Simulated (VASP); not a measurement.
# ZrB (Fm-3m) in VASP: further runs, part 2 of 2

VASP 6.6.1. Earlier steps stand in the parts before.

### 3 Single point, PBEsol (volume scaled by 1.10)

Contents of INCAR:

```
PREC = Accurate
ENCUT = 520
EDIFF = 1E-6
ISMEAR = 0
SIGMA = 0.1
LREAL = F
LASPH = T
NELM = 60
ALGO = Normal
ISIF = 2
LWAVE = F
LCHARG = F
GGA = PS
NBANDS = 14
```

Contents of KPOINTS:

```
regular mesh
0
Gamma
  14 14 14
```

Contents of POSCAR:

```
ZrB
1.0
    0.0000000000      2.5095788239      2.5095788239
    2.5095788239      0.0000000000      2.5095788239
    2.5095788239      2.5095788239      0.0000000000
Zr B
1 1
Direct
    0.0000000000      0.0000000000      0.0000000000
    0.5000000000      0.5000000000      0.5000000000
```

Potentials or basis: VASP PAW PBE potentials, release 64 (Zr_sv, B).

Started as:

```
cat potpaw_PBE.64/Zr_sv/POTCAR potpaw_PBE.64/B/POTCAR > POTCAR
mpirun -np 1 vasp_std > vasp.out
```

OUTCAR:

```text
PREC = Accurate
   ENCUT = 520
   EDIFF = 1E-6
   ISMEAR = 0
   LREAL = F
   LASPH = T
   NELM = 60
   ISIF = 2
   GGA = PS

 ion  position               nearest neighbor table
   1  0.000  0.000  0.000-   2 2.51   2 2.51   2 2.51   2 2.51   2 2.51   2 2.51
   2  0.500  0.500  0.500-   1 2.51   1 2.51   1 2.51   1 2.51   1 2.51   1 2.51

  LATTYP: Found a face centered cubic cell.
 ALAT       =     5.0191576478

  Lattice vectors:

 A1 = (   0.0000000000,   2.5095788239,   2.5095788239)
 A2 = (   2.5095788239,   0.0000000000,   2.5095788239)
 A3 = (   2.5095788239,   2.5095788239,   0.0000000000)

Analysis of symmetry for initial positions (statically):
=====================================================================
 Subroutine PRICEL returns:
 Original cell was already a primitive cell.

 Routine SETGRP: Setting up the symmetry group for a
 face centered cubic supercell.

 Subroutine GETGRP returns: Found 48 space group operations
 (whereof 48 operations were pure point group operations)
 out of a pool of 48 trial point group operations.

The static configuration has the point symmetry O_h .

Analysis of symmetry for dynamics (positions and initial velocities):
=====================================================================
 Subroutine PRICEL returns:
 Original cell was already a primitive cell.

 Routine SETGRP: Setting up the symmetry group for a
 face centered cubic supercell.

 Subroutine GETGRP returns: Found 48 space group operations
 (whereof 48 operations were pure point group operations)
 out of a pool of 48 trial point group operations.

The dynamic configuration has the point symmetry O_h .

 Subroutine INISYM returns: Found 48 space group operations
 (whereof 48 operations are pure point group operations),
 and found     1 'primitive' translations

----------------------------------------------------------------------------------------

                                     Primitive cell

  volume of cell :      31.6106

[... 118 lines left out ...]
   LRPA    =     F    only Hartree local field effects (RPA)
 non-spin polarized calculation
 Gauss-broadening in eV      SIGMA  =   0.10
  energy-cutoff  :      520.00
  volume of cell :       31.61
 maximum number of plane-waves:       881
   NGX = 13   NGY = 13   NGZ = 13

 number of electron      15.0000000 magnetization

 Free energy of the ion-electron system (eV)
  ---------------------------------------------------
  ext. energy  EPLUGINS =         0.00000000
  ---------------------------------------------------
  free energy    TOTEN  =       -16.79758310 eV

  energy without entropy =      -16.79039472  energy(sigma->0) =      -16.79398891

 E-fermi :   6.7232     XC(G=0): -11.2742

 val. band max:        6.7204308897   @ k =   0.2857   0.1429   0.0714
 cond. band min:       6.7241039078   @ k =   0.3571   0.1429   0.0000
 fundamental gap:      0.0036730181
 Fermi energy:         6.7232490703

 k-point     1 :       0.0000    0.0000    0.0000
  band No.  band energies     occupation
      1     -40.9580      2.00000
      2     -18.8310      2.00000
      3     -18.8310      2.00000
      4     -18.8310      2.00000
      5      -1.1424      2.00000
      6       8.3466      0.00000
      7       8.3466      0.00000
      8       8.3466      0.00000
      9       9.6229      0.00000
     10       9.6229      0.00000
     11      10.0182      0.00000
     12      10.0182      0.00000
     13      10.0182      0.00000
     14      16.8200      0.00000
[... 377 lines left out ...]
      1     -40.9329      2.00000
      2     -19.0396      2.00000
      3     -18.8855      2.00000
      4     -18.8785      2.00000
      5       0.1943      2.00000
      6       5.5161      2.00000
      7       6.5881      1.94411
      8       7.2380      0.00000
      9       8.6448      0.00000
     10      10.2768      0.00000
     11      11.4985      0.00000
     12      12.7459      0.00000
     13      14.7290      0.00000
     14      18.1666      0.00000

 [... further k-points ...]

------------------------ aborting loop because EDIFF is reached ----------------------------------------

  FORCE on cell =-STRESS in cart. coord.  units (eV):
  Direction    XX          YY          ZZ          XY          YZ          ZX
  --------------------------------------------------------------------------------------
  -------------------------------------------------------------------------------------
  Total       -2.6093102     -2.6093102     -2.6093102     -0.0000000      0.0000000      0.0000000
  in kB     -132.2524671   -132.2524671   -132.2524671     -0.0000000      0.0000000      0.0000000
  external PRESSURE =    -132.2524671 kB  Pullay stress =       0.0000000 kB

 VOLUME and BASIS-vectors are now :
 -----------------------------------------------------------------------------
  energy-cutoff  :      520.00
  volume of cell :       31.61
      direct lattice vectors                 reciprocal lattice vectors
     0.000000000  2.509578824  2.509578824    -0.199236619  0.199236619  0.199236619
     2.509578824  0.000000000  2.509578824     0.199236619 -0.199236619  0.199236619
     2.509578824  2.509578824  0.000000000     0.199236619  0.199236619 -0.199236619

 POSITION                                       TOTAL-FORCE (eV/Angst)
 -----------------------------------------------------------------------------------
      0.00000      0.00000      0.00000         0.000000      0.000000      0.000000
      2.50958      2.50958      2.50958        -0.000000     -0.000000     -0.000000
 -----------------------------------------------------------------------------------
    total drift:                               -0.000000      0.000000      0.000000

  FREE ENERGIE OF THE ION-ELECTRON SYSTEM (eV)
  ---------------------------------------------------
  free  energy   TOTEN  =       -16.7975831006 eV

  energy  without entropy=      -16.7903947183  energy(sigma->0) =      -16.79398891
```

stdout:

```text
POSCAR found type information on POSCAR ZrB
 POSCAR found :  2 types and       2 ions
 scaLAPACK will be used
 -----------------------------------------------------------------------------
|                                                                             |
|                                                                             |
|     You enforced a specific xc type in the INCAR file but a different       |
|     I HOPE YOU KNOW WHAT YOU ARE DOING!                                     |
|                                                                             |
 -----------------------------------------------------------------------------

 LDA part: xc-table for (Slater+PW92), standard interpolation
 POSCAR, INCAR and KPOINTS ok, starting setup
 FFT: planning ... GRIDC
 FFT: planning ... GRID_SOFT
 FFT: planning ... GRID
 WAVECAR not read
 entering main loop
```

Wall time 30 s (1 thread of Intel Xeon Platinum 8488C (Sapphire Rapids), shared host); peak memory 0.19 GiB.

Results:

```
Free energy : -16.7976 eV
Pressure    : -13.2 GPa
```

Levels at points of the mesh, in eV from the Fermi level:
| k point | band 4 | band 5 | band 6 | band 7 | band 8 | band 9 | band 10 | band 11 | band 12 | band 13 |
| --- | --- | --- | --- | --- | --- | --- | --- | --- | --- | --- |
| (0.00, 0.00, 0.00) | -25.55 | -7.87 | 1.62 | 1.62 | 1.62 | 2.90 | 2.90 | 3.29 | 3.29 | 3.29 |
| (0.50, 0.00, 0.00) | -25.60 | -4.29 | -3.66 | -1.06 | -1.06 | 4.41 | 4.41 | 5.56 | 7.15 | 10.51 |
| (0.50, 0.50, 0.00) | -25.70 | -5.91 | -0.92 | -0.69 | 1.88 | 1.88 | 4.19 | 5.23 | 5.23 | 7.76 |

Caveat: the PAW data sets were made with another functional, which shifts forces and pressure a little.

### 4 Single point, PBEsol (volume scaled by 0.94)

Contents of INCAR:

```
SYSTEM = ZrB
PREC     = Accurate       ! precision mode
ENCUT    = 520            ! plane-wave cutoff, eV
EDIFF    = 1E-7           ! SCF threshold, eV
ISMEAR   = 0              ! smearing method
SIGMA    = 0.1            ! smearing width, eV
LREAL    = .FALSE.        ! projectors in reciprocal space
LASPH    = .TRUE.         ! aspherical terms in the spheres
NELM     = 60             ! most SCF steps
ALGO     = Normal         ! electronic algorithm
ISIF     = 2              ! what is computed and relaxed
LWAVE    = .FALSE.        ! write WAVECAR
LCHARG   = .FALSE.        ! write CHGCAR
GGA      = PS             ! functional
NBANDS   = 14             ! bands
```

Contents of KPOINTS:

```
Automatic mesh
0
G
  14 14 14
  0 0 0
```

Contents of POSCAR:

```
ZrB
1.0
    0.0000000000      2.3814742895      2.3814742895
    2.3814742895      0.0000000000      2.3814742895
    2.3814742895      2.3814742895      0.0000000000
Zr B
1 1
Direct
    0.0000000000      0.0000000000      0.0000000000
    0.5000000000      0.5000000000      0.5000000000
```

Started as:

```
cat potpaw_PBE.64/Zr_sv/POTCAR potpaw_PBE.64/B/POTCAR > POTCAR
mpirun -np 1 vasp_std > vasp.out
```

Wall time 61 s (1 thread of AMD EPYC 7R13, shared host); peak memory 0.18 GiB.

It converged, with:

- Free energy: -16.8585 eV
- Pressure: 12.1 GPa

Levels at points of the mesh, in eV from the Fermi level:
| k point | band 4 | band 5 | band 6 | band 7 | band 8 | band 9 | band 10 | band 11 | band 12 | band 13 |
| --- | --- | --- | --- | --- | --- | --- | --- | --- | --- | --- |
| (0.00, 0.00, 0.00) | -24.78 | -8.19 | 1.82 | 1.82 | 1.82 | 3.45 | 3.45 | 3.68 | 3.68 | 3.68 |
| (0.50, 0.00, 0.00) | -24.86 | -4.03 | -3.83 | -1.28 | -1.28 | 5.33 | 5.33 | 6.78 | 7.90 | 12.48 |
| (0.50, 0.50, 0.00) | -25.05 | -6.27 | -0.98 | -0.54 | 2.34 | 2.34 | 5.07 | 6.38 | 6.38 | 9.68 |

Caveat: the PAW data sets were made with another functional, which shifts forces and pressure a little.

### 5 Single point, PBEsol (volume scaled by 0.97)

Contents of INCAR:

```
PREC = Accurate ; ENCUT = 520
EDIFF = 1E-6 ; ISMEAR = 0
SIGMA = 0.1 ; LREAL = F
LASPH = T ; NELM = 100
ALGO = Normal ; ISIF = 2
LWAVE = F ; LCHARG = T
GGA = PS ; LELF = T
LVHAR = T ; NBANDS = 14
```

Contents of KPOINTS:

```
Automatic mesh
0
Gamma
  14 14 14
```

Contents of POSCAR:

```
ZrB
1.0
    0.0000000000      2.4065442822      2.4065442822
    2.4065442822      0.0000000000      2.4065442822
    2.4065442822      2.4065442822      0.0000000000
Zr B
1 1
Direct
    0.0000000000      0.0000000000      0.0000000000
    0.5000000000      0.5000000000      0.5000000000
```

Started as:

```
cat potpaw_PBE.64/Zr_sv/POTCAR potpaw_PBE.64/B/POTCAR > POTCAR
mpirun -np 1 vasp_std > vasp.out
```

Wall time 72 s (1 thread of AMD EPYC 7R13, shared host); peak memory 0.19 GiB.

The run converged. Its results:

```
Free energy : -16.9064 eV
Pressure    : 5.7 GPa
```

Levels at points of the mesh, in eV from the Fermi level:
```
           k point  band 6  band 7  band 8  band 9  band 10  band 11
(0.00, 0.00, 0.00)    1.78    1.78    1.78    3.33     3.33     3.60
(0.50, 0.00, 0.00)   -3.95   -1.23   -1.23    5.14     5.14     6.52
(0.50, 0.50, 0.00)   -0.92   -0.63    2.23    2.23     4.88     6.14
```

Caveat: the PAW data sets were made with another functional, which shifts forces and pressure a little.

### 6 Single point, PBEsol (volume scaled by 1.03)

Contents of INCAR:

```
SYSTEM = ZrB
PREC     = Accurate       ! precision mode
ENCUT    = 520            ! plane-wave cutoff, eV
EDIFF    = 1E-6           ! SCF threshold, eV
ISMEAR   = 0              ! smearing method
SIGMA    = 0.1            ! smearing width, eV
LREAL    = .False.        ! projectors in reciprocal space
LASPH    = .True.         ! aspherical terms in the spheres
NELM     = 60             ! most SCF steps
ALGO     = Normal         ! electronic algorithm
ISIF     = 2              ! what is computed and relaxed
LWAVE    = .False.        ! write WAVECAR
LCHARG   = .False.        ! write CHGCAR
GGA      = PS             ! functional
NBANDS   = 14             ! bands
```

Contents of KPOINTS:

```
Automatic mesh
0
Gamma
  14 14 14
  0 0 0
```

Contents of POSCAR:

```
ZrB
1.0
    0.0000000000      2.4551744405      2.4551744405
    2.4551744405      0.0000000000      2.4551744405
    2.4551744405      2.4551744405      0.0000000000
Zr B
1 1
Direct
    0.0000000000      0.0000000000      0.0000000000
    0.5000000000      0.5000000000      0.5000000000
```

Potentials or basis: VASP PAW PBE potentials, release 64 (Zr_sv, B).

Started as:

```
cat potpaw_PBE.64/Zr_sv/POTCAR potpaw_PBE.64/B/POTCAR > POTCAR
mpirun -np 1 vasp_std > vasp.out
```

It took 83 s on 1 thread of AMD EPYC 7R13, shared host; peak memory 0.19 GiB.

It converged, with:

```
Free energy : -16.9111 eV
Pressure    : -4.5 GPa
```

Levels at points of the mesh, in eV from the Fermi level:
| k point | band 5 | band 6 | band 7 | band 8 | band 9 | band 10 | band 11 | band 12 |
| --- | --- | --- | --- | --- | --- | --- | --- | --- |
| (0.00, 0.00, 0.00) | -8.02 | 1.71 | 1.71 | 1.71 | 3.12 | 3.12 | 3.45 | 3.45 |
| (0.50, 0.00, 0.00) | -4.13 | -3.82 | -1.15 | -1.15 | 4.78 | 4.78 | 6.05 | 7.45 |
| (0.50, 0.50, 0.00) | -6.06 | -0.81 | -0.79 | 2.05 | 2.05 | 4.54 | 5.69 | 5.69 |

Caveat: the PAW data sets were made with another functional, which shifts forces and pressure a little.

### 7 The runs side by side

```tsv
cell	gap on the mesh (eV)	pressure (GPa)
a = 3.506 Å, angles 60.0°, 2 atoms	none	-8.6
a = 3.549 Å, angles 60.0°, 2 atoms	none	-13.2
a = 3.368 Å, angles 60.0°, 2 atoms	none	12.1
a = 3.403 Å, angles 60.0°, 2 atoms	none	5.7
a = 3.472 Å, angles 60.0°, 2 atoms	none	-4.5
```

Alike in all rows: task single point; level PBEsol; potentials or basis VASP PAW PBE potentials, release 64 (Zr_sv, B); no spin polarisation; k mesh 14 × 14 × 14; cutoff (eV) 520; smearing gaussian 0.1 eV.

Caveats: the PAW data sets were made with another functional, which shifts forces and pressure a little.

Total energies depend on the potentials used, so only differences within one code and one set of settings carry meaning.
